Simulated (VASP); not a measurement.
# C in VASP: a series of runs

Runs on C. Level: PBE+D3(BJ). Tasks: single point.

All numbers are computed with VASP 6.6.1; they aren't measurements. Logs are shortened: lines on timing, memory, paths and dates and some standing lists are left out, and cuts for length are marked.

### Step 1. The cell of the first run

The cell holds a slab with vacuum, 4 atoms: a = 2.466 Å, b = 2.466 Å, c = 17.500 Å, α = 90.00°, β = 90.00°, γ = 120.00°.

### Step 2. Single point, PBE+D3(BJ) (layers slid over each other)

Input file INCAR:

```
ALGO = Normal
DIPOL = 0.5 0.5 0.352
EDIFF = 1E-6
ENCUT = 520
GGA = PE
IDIPOL = 3
ISIF = 2
ISMEAR = 0
IVDW = 12
LASPH = T
LCHARG = F
LDIPOL = T
LREAL = F
LWAVE = F
NBANDS = 16
NELM = 60
PREC = Accurate
SIGMA = 0.1
```

Input file KPOINTS:

```
k-points
0
Gamma
  15 15 1
```

Input file POSCAR:

```
C
1.0
    2.4657189596      0.0000000000      0.0000000000
   -1.2328594798      2.1353752576      0.0000000000
    0.0000000000      0.0000000000     17.5000000000
C
4
Direct
    0.3333333333      0.6666666667      0.2571428571
    0.6666666667      0.3333333333      0.2571428571
    0.3333333333      1.0000000000      0.4462857143
    0.6666666667      0.6666666667      0.4462857143
```

Potentials or basis: VASP PAW PBE potentials, release 64 (C).

Run with:

```sh
> cat potpaw_PBE.64/C/POTCAR > POTCAR
> mpirun -np 1 vasp_std > vasp.out
```

OUTCAR:

```text
EDIFF = 1E-6
   ENCUT = 520
   GGA = PE
   ISIF = 2
   ISMEAR = 0
   IVDW = 12
   LASPH = T
   LREAL = F
   NELM = 60
   PREC = Accurate
 IVDW          = 12

 ion  position               nearest neighbor table
   1  0.333  0.667  0.257-   2 1.42   2 1.42   2 1.42
   2  0.667  0.333  0.257-   1 1.42   1 1.42   1 1.42
   3  0.333  0.000  0.446-   4 1.42   4 1.42   4 1.42
   4  0.667  0.667  0.446-   3 1.42   3 1.42   3 1.42

  LATTYP: Found a hexagonal cell.
 ALAT       =     2.4657189596
 C/A-ratio  =     7.0973214250

  Lattice vectors:

 A1 = (   2.4657189596,   0.0000000000,   0.0000000000)
 A2 = (  -1.2328594798,   2.1353752576,   0.0000000000)
 A3 = (   0.0000000000,   0.0000000000,  17.5000000000)

Analysis of symmetry for initial positions (statically):
=====================================================================
 Subroutine PRICEL returns:
 Original cell was already a primitive cell.

 Routine SETGRP: Setting up the symmetry group for a
 hexagonal supercell.

 Subroutine GETGRP returns: Found  4 space group operations
 (whereof  2 operations were pure point group operations)
 out of a pool of 24 trial point group operations.

The static configuration has the point symmetry C_1h.
 The point group associated with its full space group is C_2h.

Analysis of symmetry for dynamics (positions and initial velocities):
=====================================================================
 Subroutine PRICEL returns:
 Original cell was already a primitive cell.

 Routine SETGRP: Setting up the symmetry group for a
 hexagonal supercell.

 Subroutine GETGRP returns: Found  4 space group operations
 (whereof  2 operations were pure point group operations)
 out of a pool of 24 trial point group operations.

The dynamic configuration has the point symmetry C_1h.
 The point group associated with its full space group is C_2h.

 Subroutine INISYM returns: Found  4 space group operations
 (whereof  2 operations are pure point group operations),
 and found     1 'primitive' translations

----------------------------------------------------------------------------------------

                                     Primitive cell

  volume of cell :      92.1416

  direct lattice vectors                    reciprocal lattice vectors
     2.465718960  0.000000000  0.000000000     0.405561224  0.234150882  0.000000000
    -1.232859480  2.135375258  0.000000000     0.000000000  0.468301764  0.000000000
     0.000000000  0.000000000 17.500000000     0.000000000  0.000000000  0.057142857

  length of vectors
     2.465718960  2.465718960 17.500000000     0.468301764  0.468301764  0.057142857

  position of ions in fractional coordinates (direct lattice)
     0.333333333  0.666666667  0.257142857
     0.666666667  0.333333333  0.257142857
     0.333333333  0.000000000  0.446285714
     0.666666667  0.666666667  0.446285714

  ion indices of the primitive-cell ions
   primitive index   ion index
                 1           1
                 2           2
                 3           3
                 4           4

----------------------------------------------------------------------------------------

 KPOINTS: k-points

Automatic generation of k-mesh.
 Grid dimensions read from file:
 generate k-points for:   15   15    1

 Generating k-lattice:

  Cartesian coordinates                     Fractional coordinates (reciprocal lattice)
     0.027037415  0.015610059  0.000000000     0.066666667  0.000000000  0.000000000
     0.000000000  0.031220118  0.000000000     0.000000000  0.066666667  0.000000000
     0.000000000  0.000000000  0.057142857     0.000000000  0.000000000  1.000000000

  Length of vectors
     0.031220118  0.031220118  0.057142857

  Shift w.r.t. Gamma in fractional coordinates (k-lattice)
     0.000000000  0.000000000  0.000000000

 Subroutine IBZKPT returns following result:
 ===========================================

 Found     64 irreducible k-points:

 Following reciprocal coordinates:
            Coordinates               Weight
  0.000000  0.000000  0.000000      1.000000
  0.066667  0.000000  0.000000      2.000000
  0.000000  0.066667  0.000000      4.000000
  0.133333  0.000000  0.000000      2.000000
  0.000000  0.133333  0.000000      4.000000
  0.200000  0.000000  0.000000      2.000000
[... 16 lines left out ...]
 -0.266667  0.200000  0.000000      4.000000
  0.266667  0.066667  0.000000      4.000000
 [... further k-points ...]
   k-points           NKPTS =     64   k-points in BZ     NKDIM =     64   number of bands    NBANDS=     16
   number of dos      NEDOS =    301   number of ions     NIONS =      4
   total plane-waves  NPLWV =  45360
   dimension x,y,z NGX =    18 NGY =   18 NGZ =  140
   dimension x,y,z NGXF=    36 NGYF=   36 NGZF=  280
   ions per type =               4
   NGX,Y,Z   is equivalent  to a cutoff of  12.14, 12.14, 13.30 a.u.
   NGXF,Y,Z  is equivalent  to a cutoff of  24.27, 24.27, 26.60 a.u.
 SYSTEM =  unknown system
   PREC   = accura    normal or accurate (medium, high low for compatibility)
   ISTART =      0    job   : 0-new  1-cont  2-samecut
   ICHARG =      2    charge: 1-file 2-atom 10-const
   ISPIN  =      1    spin polarized calculation?
   LNONCOLLINEAR =      F non collinear calculations
   LSORBIT =      F    spin-orbit coupling
   LASPH  =      T    aspherical Exc in radial PAW
   ENCUT  =  520.0 eV  38.22 Ry    6.18 a.u.   4.58  4.58 32.54*2*pi/ulx,y,z
   NELM   =     60;   NELMIN=  2; NELMDL= -5     # of ELM steps
   EDIFF  = 0.1E-05   stopping-criterion for ELM
   LREAL  =      F    real-space projection
   EDIFFG = 0.1E-04   stopping-criterion for IOM
   NSW    =      0    number of steps for IOM
   IBRION =     -1    ionic relax: 0-MD 1-quasi-New 2-CG
   NFREE  =      0    steps in history (QN), initial steepest desc. (CG)
   ISIF   =      2    stress and relaxation
   ISYM   =      2    0-nonsym 1-usesym 2-fastsym
   POTIM  = 0.5000    time-step for ionic-motion
   TEBEG  =    0.0;   TEEND  =   0.0 temperature during run
   PSTRESS=    0.0 pullay stress
   NELECT =      16.0000    total number of electrons
   NUPDOWN=      -1.0000    fix difference up-down
   EMIN   =  10.00;   EMAX   =-10.00  energy-range for DOS
   EFERMI =   0.00;   METHOD = LEGACY
   ISMEAR =     0;   SIGMA  =   0.10  broadening in eV -4-tet -1-fermi 0-gaus
   EFERMI_NEDOS =   21; number of points for ismear=-14 and -15
   IALGO  =     38    algorithm
   IMIX   =      4    mixing-type and parameters
     AMIX     =   0.40;   BMIX     =  1.00
     AMIX_MAG =   1.60;   BMIX_MAG =  1.00
  volume/ion in A,a.u.               =      23.04       155.45
  Fermi-wavevector in a.u.,A,eV,Ry     =   0.913334  1.725951 11.349690  0.834179
  Thomas-Fermi vector in A             =   2.037833
   LORBIT       =      0    0 simple, 1 ext, 2 COOP (PROOUT), +10 PAW based schemes
   GGA     = PE    functional components
   LHFCALC =     F    Hartree Fock is set to
   AEXX    =    0.0000 exact exchange contribution
   IVDW    =    12    specifies the selected vdW correction
   LEPSILON=     F    determine dielectric tensor
   LRPA    =     F    only Hartree local field effects (RPA)
 non-spin polarized calculation
 Gauss-broadening in eV      SIGMA  =   0.10
  energy-cutoff  :      520.00
  volume of cell :       92.14
 maximum number of plane-waves:      2521
   NGX =  9   NGY =  9   NGZ = 65

 dipolmoment           0.000000      0.000000      0.000222 electrons x Angstroem

 number of electron      15.9999998 magnetization

 dipolmoment           0.000000      0.000000     -0.000000 electrons x Angstroem

 Free energy of the ion-electron system (eV)
  ---------------------------------------------------
  ext. energy  EPLUGINS =         0.00000000
  ---------------------------------------------------
  free energy    TOTEN  =       -36.85958257 eV

  energy without entropy =      -36.85956992  energy(sigma->0) =      -36.85957625

 E-fermi :  -0.8456     XC(G=0):  -4.4224

 val. band max:       -1.0547365281   @ k =   0.3333   0.3333   0.0000
 cond. band min:      -0.6364684749   @ k =   0.3333   0.3333   0.0000
 fundamental gap:      0.4182680531
 Fermi energy:        -0.8456002240

 k-point     1 :       0.0000    0.0000    0.0000
  band No.  band energies     occupation
      1     -20.4384      2.00000
      2     -20.2706      2.00000
      3      -8.9598      2.00000
      4      -7.9156      2.00000
      5      -3.8747      2.00000
      6      -3.8742      2.00000
[... 8 lines left out ...]
     15       7.4675      0.00000
     16       7.4965      0.00000

 k-point     2 :       0.0667    0.0000    0.0000
  band No.  band energies     occupation
      1     -20.3327      2.00000
      2     -20.1661      2.00000
      3      -8.8327      2.00000
      4      -7.7924      2.00000
      5      -4.3018      2.00000
      6      -4.2861      2.00000
[... 8 lines left out ...]
     15       7.5390      0.00000
     16       7.9187      0.00000

 k-point     3 :       0.0000    0.0667    0.0000
  band No.  band energies     occupation
      1     -20.3327      2.00000
      2     -20.1661      2.00000
      3      -8.8326      2.00000
      4      -7.7925      2.00000
      5      -4.3016      2.00000
      6      -4.2859      2.00000
[... 8 lines left out ...]
     15       7.5496      0.00000
     16       7.9260      0.00000
[... 362 lines left out ...]
 k-point    23 :      -0.2667    0.2000    0.0000
  band No.  band energies     occupation
      1     -19.0754      2.00000
      2     -18.9211      2.00000
      3      -7.8715      2.00000
      4      -7.8225      2.00000
      5      -7.3329      2.00000
      6      -6.3477      2.00000
[... 8 lines left out ...]
     15       7.5246      0.00000
     16       7.7671      0.00000

 k-point    24 :       0.2667    0.0667    0.0000
  band No.  band energies     occupation
      1     -18.2494      2.00000
      2     -18.1024      2.00000
      3      -9.5965      2.00000
      4      -9.5310      2.00000
      5      -6.6863      2.00000
      6      -6.6620      2.00000
[... 8 lines left out ...]
     15       7.5162      0.00000
     16       8.6887      0.00000

 [... further k-points ...]

------------------------ aborting loop because EDIFF is reached ----------------------------------------

 vacuum level on the upper side and lower side of the slab       (xc-potential included)        -0.111        -0.113

 Edisp (eV)   -0.48396

 E8    (eV) :    -0.1449

  FORCE on cell =-STRESS in cart. coord.  units (eV):
  Direction    XX          YY          ZZ          XY          YZ          ZX
  --------------------------------------------------------------------------------------
  -------------------------------------------------------------------------------------
  Total       0.07220     0.09714     0.17211    -0.02159     0.07058    -0.04075
  in kB       1.25548     1.68903     2.99276    -0.37547     1.22718    -0.70851
  external pressure =        1.98 kB  Pullay stress =        0.00 kB

 VOLUME and BASIS-vectors are now :
 -----------------------------------------------------------------------------
  energy-cutoff  :      520.00
  volume of cell :       92.14
      direct lattice vectors                 reciprocal lattice vectors
     2.465718960  0.000000000  0.000000000     0.405561224  0.234150882  0.000000000
    -1.232859480  2.135375258  0.000000000     0.000000000  0.468301764  0.000000000
     0.000000000  0.000000000 17.500000000     0.000000000  0.000000000  0.057142857

 POSITION                                       TOTAL-FORCE (eV/Angst)
 -----------------------------------------------------------------------------------
     -0.00000      1.42358      4.50000         0.007559     -0.009850     -0.029825
      1.23286      0.71179      4.50000         0.004751     -0.011472     -0.029825
      0.82191      0.00000      7.81000        -0.004751      0.011472      0.029825
      0.82191      1.42358      7.81000        -0.007559      0.009850      0.029825
 -----------------------------------------------------------------------------------
    total drift:                               -0.000000     -0.000000     -0.000014

  FREE ENERGIE OF THE ION-ELECTRON SYSTEM (eV)
  ---------------------------------------------------
  free  energy   TOTEN  =       -37.3435451216 eV

  energy  without entropy=      -37.3435324765  energy(sigma->0) =      -37.34353880

 vacuum level on the upper side and lower side of the slab         3.393         3.392
```

It took 2.8 min on 1 thread of Intel Xeon 8259CL, shared host; peak memory 0.24 GiB.

Results:

```
Free energy                : -37.3435 eV
Largest force              : 0.032 eV/Å
Dispersion energy per atom : -0.121 eV
```

Forces on the atoms (eV/Å):
```
C    0.008 -0.010 -0.030
C    0.005 -0.011 -0.030
C   -0.005  0.011  0.030
C   -0.008  0.010  0.030
```

Caveat: the cell differs from its parent crystal (layers slid over each other).

### Step 3. Single point, PBE+D3(BJ) (layers slid over each other)

Input file INCAR:

```
SYSTEM = C
PREC = Accurate
ENCUT = 520
EDIFF = 1E-6
ISMEAR = 0
SIGMA = 0.1
LREAL = .FALSE.
LASPH = .TRUE.
NELM = 60
ALGO = Normal
ISIF = 2
LWAVE = .FALSE.
LCHARG = .FALSE.
LDIPOL = .TRUE.
IDIPOL = 3
DIPOL = 0.5 0.5 0.352
GGA = PE
IVDW = 12
NBANDS = 16
```

Input file KPOINTS:

```
regular mesh
0
G
  15 15 1
  0 0 0
```

Changes to POSCAR since step 2:

```diff
@@ -10,3 +10,3 @@
     0.6666666667      0.3333333333      0.2571428571
-    0.3333333333      1.0000000000      0.4462857143
-    0.6666666667      0.6666666667      0.4462857143
+    0.3333333333      0.8333333333      0.4462857143
+    0.6666666667      0.5000000000      0.4462857143
```

Potentials or basis: VASP PAW PBE potentials, release 64 (C).

Run with:

```sh
> cat potpaw_PBE.64/C/POTCAR > POTCAR
> mpirun -np 1 vasp_std > vasp.out
```

Run time: 3.1 min. Hardware: 1 thread of Intel Xeon 8259CL, shared host; peak memory 0.24 GiB.

Results (log left out):

```yaml
Free_energy: -37.3316 eV
Largest_force: 0.054 eV/Å
Dispersion_energy_per_atom: -0.121 eV
```

Forces on the atoms (eV/Å):
```
C    0.008 -0.012 -0.052
C    0.006 -0.012 -0.052
C   -0.006  0.012  0.052
C   -0.008  0.012  0.052
```

Caveat: the cell differs from its parent crystal (layers slid over each other).

### Step 4. Single point, PBE+D3(BJ) (layers slid over each other)

Input file INCAR:

```
SYSTEM = C
PREC     = Accurate       ! precision mode
ENCUT    = 520            ! plane-wave cutoff, eV
EDIFF    = 1E-6           ! SCF threshold, eV
ISMEAR   = 0              ! smearing method
SIGMA    = 0.1            ! smearing width, eV
LREAL    = .False.        ! projectors in reciprocal space
LASPH    = .True.         ! aspherical terms in the spheres
NELM     = 60             ! most SCF steps
ALGO     = Normal         ! electronic algorithm
ISIF     = 2              ! what is computed and relaxed
LWAVE    = .False.        ! write WAVECAR
LCHARG   = .False.        ! write CHGCAR
LDIPOL   = .True.       
IDIPOL   = 3            
DIPOL    = 0.5 0.5 0.352
GGA      = PE             ! functional
IVDW     = 12             ! dispersion correction
NBANDS   = 16             ! bands
```

Input file KPOINTS:

```
Automatic mesh
0
Gamma
  15 15 1
  0 0 0
```

Changes to POSCAR since step 3:

```diff
@@ -10,3 +10,3 @@
     0.6666666667      0.3333333333      0.2571428571
-    0.3333333333      0.8333333333      0.4462857143
-    0.6666666667      0.5000000000      0.4462857143
+    0.5000000000      1.0000000000      0.4462857143
+    0.8333333333      0.6666666667      0.4462857143
```

Run with:

```sh
> cat potpaw_PBE.64/C/POTCAR > POTCAR
> mpirun -np 1 vasp_std > vasp.out
```

Run time: 2.8 min. Hardware: 1 thread of Intel Xeon 8259CL, shared host; peak memory 0.24 GiB.

Results (log left out):

```
Free energy                : -37.3407 eV
Largest force              : 0.041 eV/Å
Dispersion energy per atom : -0.121 eV
```

Forces in eV/Å, atoms in the order of the input:
```
C    0.000 -0.014 -0.038
C    0.000 -0.015 -0.032
C    0.000  0.015  0.032
C    0.000  0.014  0.038
```

Caveat: the cell differs from its parent crystal (layers slid over each other).

### Step 5. The runs side by side

```csv
cell,largest force (eV/Å)
"as given, atomic positions A",0.03
"as given, atomic positions B",0.05
"as given, atomic positions C",0.04
```

Alike in all rows: task single point; level PBE+D3(BJ); potentials or basis VASP PAW PBE potentials, release 64 (C); no spin polarisation; k mesh 15 × 15 × 1; cutoff (eV) 520; smearing gaussian 0.1 eV.

Total energies depend on the potentials used, so only differences within one code and one set of settings carry meaning.
